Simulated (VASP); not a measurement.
# Si (I4_122) in VASP: a series of runs, part 2 of 2

VASP 6.6.1. The steps go on from the part before.

## Step 4: Relaxation of cell and atoms, PBE

INCAR

```
SYSTEM = Si
ALGO = Normal
EDIFF = 1E-6
EDIFFG = -0.01
ENCUT = 600
GGA = PE
IBRION = 2
ISIF = 3
ISMEAR = 0
LASPH = .TRUE.
LCHARG = .FALSE.
LREAL = .FALSE.
LWAVE = .FALSE.
NELM = 80
NSW = 100
PREC = Accurate
SIGMA = 0.1
```

KPOINTS

```
k-points
0
G
  10 10 10
  0 0 0
```

POSCAR

```
Si
1.0
   -3.5885150029      3.5885150029      2.1014313821
    3.5885150029     -3.5885150029      2.1014313821
    3.5885150029      3.5885150029     -2.1014313821
Si
6
Direct
    0.5000000000      0.5000000000      0.0000000000
    0.2500000000      0.7500000000      0.5000000000
    0.8368180629      0.6250000000      0.7118180629
    0.9131819371      0.1250000000      0.2881819371
    0.3750000000      0.1631819371      0.2881819371
    0.8750000000      0.0868180629      0.7118180629
```

Potentials or basis: VASP PAW PBE potentials, release 64 (Si).

The run is started by

```console
$ cat potpaw_PBE.64/Si/POTCAR > POTCAR
$ mpirun -np 1 vasp_std > vasp.out
```

OUTCAR:

```text
SYSTEM = Si
   EDIFF = 1E-6
   EDIFFG = -0.01
   ENCUT = 600
   GGA = PE
   IBRION = 2
   ISIF = 3
   ISMEAR = 0
   LASPH = .TRUE.
   LREAL = .FALSE.
   NELM = 80
   NSW = 100
   PREC = Accurate

 ion  position               nearest neighbor table
   1  0.500  0.500  0.000-   4 2.40   3 2.40   5 2.40   6 2.40
   2  0.250  0.750  0.500-   6 2.40   3 2.40   5 2.40   4 2.40
   3  0.837  0.625  0.712-   5 2.39   6 2.39   1 2.40   2 2.40   5 3.11   6 3.11
   4  0.913  0.125  0.288-   5 2.39   6 2.39   1 2.40   2 2.40   6 3.11   5 3.11
   5  0.375  0.163  0.288-   3 2.39   4 2.39   1 2.40   2 2.40   4 3.11   3 3.11
   6  0.875  0.087  0.712-   3 2.39   4 2.39   1 2.40   2 2.40   4 3.11   3 3.11

  LATTYP: Found a body centered tetragonal cell.
 ALAT       =     7.1770300058
 C/A-ratio  =     0.5855991630

  Lattice vectors:

 A1 = (  -3.5885150029,   3.5885150029,   2.1014313821)
 A2 = (   3.5885150029,  -3.5885150029,   2.1014313821)
 A3 = (   3.5885150029,   3.5885150029,  -2.1014313821)

Analysis of symmetry for initial positions (statically):
=====================================================================
 Subroutine PRICEL returns:
 Original cell was already a primitive cell.

 Routine SETGRP: Setting up the symmetry group for a
 body centered tetragonal supercell.

 Subroutine GETGRP returns: Found  8 space group operations
 (whereof  4 operations were pure point group operations)
 out of a pool of 16 trial point group operations.

The static configuration has the point symmetry D_2 .
 The point group associated with its full space group is D_4 .

Analysis of symmetry for dynamics (positions and initial velocities):
=====================================================================
 Subroutine PRICEL returns:
 Original cell was already a primitive cell.

 Routine SETGRP: Setting up the symmetry group for a
 body centered tetragonal supercell.

 Subroutine GETGRP returns: Found  8 space group operations
 (whereof  4 operations were pure point group operations)
 out of a pool of 16 trial point group operations.

The dynamic configuration has the point symmetry D_2 .
 The point group associated with its full space group is D_4 .

 Subroutine INISYM returns: Found  8 space group operations
 (whereof  4 operations are pure point group operations),
 and found     1 'primitive' translations

----------------------------------------------------------------------------------------

                                     Primitive cell

  volume of cell :     108.2442

  direct lattice vectors                    reciprocal lattice vectors
    -3.588515003  3.588515003  2.101431382     0.000000000  0.139333401  0.237933060
     3.588515003 -3.588515003  2.101431382     0.139333401  0.000000000  0.237933060
     3.588515003  3.588515003 -2.101431382     0.139333401  0.139333401  0.000000000

  length of vectors
     5.492803811  5.492803811  5.492803811     0.275728014  0.275728014  0.197047185

  position of ions in fractional coordinates (direct lattice)
     0.500000000  0.500000000  0.000000000
     0.250000000  0.750000000  0.500000000
     0.836818063  0.625000000  0.711818063
     0.913181937  0.125000000  0.288181937
     0.375000000  0.163181937  0.288181937
     0.875000000  0.086818063  0.711818063

[... 64 lines left out ...]
   total plane-waves  NPLWV = 110592
   dimension x,y,z NGX =    48 NGY =   48 NGZ =   48
   dimension x,y,z NGXF=    96 NGYF=   96 NGZF=   96
   ions per type =               6
   NGX,Y,Z   is equivalent  to a cutoff of  14.53, 14.53, 14.53 a.u.
   NGXF,Y,Z  is equivalent  to a cutoff of  29.06, 29.06, 29.06 a.u.
 SYSTEM =  Si
   PREC   = accura    normal or accurate (medium, high low for compatibility)
   ISTART =      0    job   : 0-new  1-cont  2-samecut
   ICHARG =      2    charge: 1-file 2-atom 10-const
   ISPIN  =      1    spin polarized calculation?
   LNONCOLLINEAR =      F non collinear calculations
   LSORBIT =      F    spin-orbit coupling
   LASPH  =      T    aspherical Exc in radial PAW
   ENCUT  =  600.0 eV  44.10 Ry    6.64 a.u.  10.97 10.97 10.97*2*pi/ulx,y,z
   NELM   =     80;   NELMIN=  2; NELMDL= -5     # of ELM steps
   EDIFF  = 0.1E-05   stopping-criterion for ELM
   LREAL  =      F    real-space projection
   EDIFFG = -.1E-01   stopping-criterion for IOM
   NSW    =    100    number of steps for IOM
   IBRION =      2    ionic relax: 0-MD 1-quasi-New 2-CG
   NFREE  =      1    steps in history (QN), initial steepest desc. (CG)
   ISIF   =      3    stress and relaxation
   ISYM   =      2    0-nonsym 1-usesym 2-fastsym
   POTIM  = 0.5000    time-step for ionic-motion
   TEBEG  =    0.0;   TEEND  =   0.0 temperature during run
   PSTRESS=    0.0 pullay stress
   NELECT =      24.0000    total number of electrons
   NUPDOWN=      -1.0000    fix difference up-down
   EMIN   =  10.00;   EMAX   =-10.00  energy-range for DOS
   EFERMI =   0.00;   METHOD = LEGACY
   ISMEAR =     0;   SIGMA  =   0.10  broadening in eV -4-tet -1-fermi 0-gaus
   EFERMI_NEDOS =   21; number of points for ismear=-14 and -15
   IALGO  =     38    algorithm
   IMIX   =      4    mixing-type and parameters
     AMIX     =   0.40;   BMIX     =  1.00
     AMIX_MAG =   1.60;   BMIX_MAG =  1.00
  volume/ion in A,a.u.               =      18.04       121.74
  Fermi-wavevector in a.u.,A,eV,Ry     =   0.990856  1.872445 13.358127  0.981795
  Thomas-Fermi vector in A             =   2.122556
   LORBIT       =      0    0 simple, 1 ext, 2 COOP (PROOUT), +10 PAW based schemes
   GGA     = PE    functional components
   LHFCALC =     F    Hartree Fock is set to
   AEXX    =    0.0000 exact exchange contribution
   IVDW    =     0    specifies the selected vdW correction
   LEPSILON=     F    determine dielectric tensor
   LRPA    =     F    only Hartree local field effects (RPA)
 conjugate gradient relaxation of ions
 non-spin polarized calculation
 Gauss-broadening in eV      SIGMA  =   0.10
  energy-cutoff  :      600.00
  volume of cell :      108.24
 maximum number of plane-waves:      3676
 NGX is ok and might be reduce to    48
   NGX = 21   NGY = 21   NGZ = 21

--------------------------------------- Ionic step        1  -------------------------------------------

 number of electron      24.0000000 magnetization

 Free energy of the ion-electron system (eV)
  ---------------------------------------------------
  ext. energy  EPLUGINS =         0.00000000
  ---------------------------------------------------
  free energy    TOTEN  =       -30.31242805 eV

  energy without entropy =      -30.30727726  energy(sigma->0) =      -30.30985265

------------------------ aborting loop because EDIFF is reached ----------------------------------------

  FORCE on cell =-STRESS in cart. coord.  units (eV):
  Direction    XX          YY          ZZ          XY          YZ          ZX
  --------------------------------------------------------------------------------------
  -------------------------------------------------------------------------------------
  Total       -0.0297755     -0.0297755     -0.2689122      0.0000000      0.0000000      0.0000000
  in kB       -0.4407223     -0.4407223     -3.9803053      0.0000000      0.0000000      0.0000000
  external PRESSURE =      -1.6205833 kB  Pullay stress =       0.0000000 kB
[... 107 lines left out ...]
--------------------------------------- Ionic step        4  -------------------------------------------

 number of electron      24.0000000 magnetization

 Free energy of the ion-electron system (eV)
  ---------------------------------------------------
  ext. energy  EPLUGINS =         0.00000000
  ---------------------------------------------------
  free energy    TOTEN  =       -30.31277615 eV

  energy without entropy =      -30.30753081  energy(sigma->0) =      -30.31015348

 E-fermi :   6.9686     XC(G=0): -10.0434

 val. band max:        6.9667024180   @ k =  -0.4000   0.4000   0.0000
 cond. band min:       6.9722311732   @ k =   0.2000   0.1000   0.0000
 fundamental gap:      0.0055287552
 Fermi energy:         6.9685558369

 k-point     1 :       0.0000    0.0000    0.0000
  band No.  band energies     occupation
      1      -5.7738      2.00000
      2      -1.5430      2.00000
      3      -0.6496      2.00000
      4      -0.6496      2.00000
      5       2.0272      2.00000
      6       3.0519      2.00000
[... 433 lines left out ...]
      3      -1.4386      2.00000
      4      -0.6190      2.00000
      5       0.6217      2.00000
      6       1.9641      2.00000
[... 8 lines left out ...]
     15       9.3056      0.00000
     16       9.8163      0.00000

 [... further k-points ...]

------------------------ aborting loop because EDIFF is reached ----------------------------------------

  FORCE on cell =-STRESS in cart. coord.  units (eV):
  Direction    XX          YY          ZZ          XY          YZ          ZX
  --------------------------------------------------------------------------------------
  -------------------------------------------------------------------------------------
  Total        0.0067429      0.0067429      0.0076270     -0.0000000      0.0000000      0.0000000
  in kB        0.0999976      0.0999976      0.1131080     -0.0000000      0.0000000      0.0000000
  external PRESSURE =       0.1043677 kB  Pullay stress =       0.0000000 kB
[... 21 lines left out ...]
  FREE ENERGIE OF THE ION-ELECTRON SYSTEM (eV)
  ---------------------------------------------------
  free  energy   TOTEN  =       -30.3127761508 eV

  energy  without entropy=      -30.3075308089  energy(sigma->0) =      -30.31015348

 reached required accuracy - stopping structural energy minimisation
```

CONTCAR:

```text
Si
   1.00000000000000
    -3.5898855564885950    3.5898855564885950    2.0957884981892887
     3.5898855564885950   -3.5898855564885950    2.0957884981892887
     3.5898855564885950    3.5898855564885950   -2.0957884981892887
  Si
     6
Direct
     0.5000000000000000    0.5000000000000000    0.0000000000000000
     0.2500000000000000    0.7500000000000000    0.5000000000000000
     0.8368580779593109    0.6250000000000000    0.7118580779593109
     0.9131419220406891    0.1250000000000000    0.2881419220406891
     0.3750000000000000    0.1631419220406891    0.2881419220406891
     0.8750000000000000    0.0868580779593109    0.7118580779593109

  0.00000000E+00  0.00000000E+00  0.00000000E+00
  0.00000000E+00  0.00000000E+00  0.00000000E+00
  0.00000000E+00  0.00000000E+00  0.00000000E+00
  0.00000000E+00  0.00000000E+00  0.00000000E+00
  0.00000000E+00  0.00000000E+00  0.00000000E+00
  0.00000000E+00  0.00000000E+00  0.00000000E+00
```

It took 4.5 min on 1 thread of AMD EPYC 9R45 (Zen 5), shared host; peak memory 0.38 GiB.

Results:

- Free energy: -30.3128 eV
- Relaxed volume: 18.01 Å³/atom
- Relaxed cell: a = 5.492 Å, b = 5.492 Å, c = 5.492 Å, α = 98.37°, β = 98.37°, γ = 135.14°
- Space group after relaxing (to 0.1 Å): I4_122 (No. 98)
- Energy gained by relaxing: 0.1 meV/atom
- Ionic steps: 4
- Pressure after relaxing: 0.0 GPa
- Largest force after relaxing: 0.005 eV/Å
- Band gap on the k mesh: zero (bands 12 and 13 overlap by 2.39 eV)

Forces on the atoms (eV/Å):
```
Si   0.000  0.000  0.000
Si   0.000  0.000  0.000
Si   0.000 -0.005  0.000
Si   0.000  0.005  0.000
Si   0.005  0.000  0.000
Si  -0.005  0.000  0.000
```

Step by step:
```csv
step,energy change (eV),largest force (eV/Å),pressure (GPa),volume (Å³)
1,0.0000,0.0002,-0.16,108.24
2,-0.0003,0.0064,0.07,107.96
3,-0.0003,0.0062,0.08,107.97
4,-0.0003,0.0046,0.01,108.04
```

Final structure:
```
Si
1.0
    -3.58989    3.58989    2.09579
     3.58989   -3.58989    2.09579
     3.58989    3.58989   -2.09579
Si
6
Direct
  0.50000 0.50000 0.00000
  0.25000 0.75000 0.50000
  0.83686 0.62500 0.71186
  0.91314 0.12500 0.28814
  0.37500 0.16314 0.28814
  0.87500 0.08686 0.71186
```

## Step 5: The runs side by side

```csv
task,cell,k mesh,cutoff (eV),gap on the mesh (eV),pressure (GPa),relaxed volume (Å³/atom)
single point,"a = 5.495 Å, angles 98.4, 98.4, 135.2°, 6 atoms, atomic positions A",10 × 10 × 10,520,none,-0.1,-
relaxation of cell and atoms,"relaxed from a = 5.117 Å, angles 98.7, 98.7, 134.2°, 6 atoms, atomic positions B",6 × 6 × 6,600,none,0.0,17.99
relaxation of cell and atoms,"relaxed from a = 5.493 Å, angles 98.4, 98.4, 135.0°, 6 atoms, atomic positions A",10 × 10 × 10,600,none,0.0,18.01
```

Alike in all rows: level PBE; potentials or basis VASP PAW PBE potentials, release 64 (Si); no spin polarisation; smearing gaussian 0.1 eV.

Caveats: the volume moved by over 15 % at a fixed basis, so the end points are rough (at least some runs).

Absolute energies hang on the potentials; compare differences alone.
